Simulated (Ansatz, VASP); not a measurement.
**Hg: VASP beside Ansatz**

```
Hg
1.0
     3.27232    0.00000    0.00000
    -1.63616    2.83391    0.00000
     0.00000    0.00000    3.05146
Hg
1
Direct
  0.00000 0.00000 0.00000
```

Alike in both runs: functional PBE; k mesh 13 × 13 × 12; occupations fermi-dirac, width 0.1 eV; no spin polarisation.

Ansatz relaxed the structure, and its values are those at the end. VASP's run is a single point on that final structure, the one shown.

```csv
,VASP,Ansatz
version,VASP 6.6.1,Ansatz 0.2.0
potentials or method,"VASP PAW PBE potentials, release 64 (Hg)","PAW with Ansatz's default frozen-core files, scalar-relativistic"
plane-wave cutoff (eV),520,420
valence electrons in the cell,12,20
```

|  | VASP | Ansatz | Ansatz less VASP |
| --- | --- | --- | --- |
| pressure (GPa) | 0.2 | 0.0 | -0.16 |

The functional is the same, so the differences come from potentials, cutoffs and numerics. VASP's potentials hold 12 valence electrons a cell and Ansatz's 20, so a difference there can come from the potentials and not from the codes.

Spin-orbit coupling is off throughout.
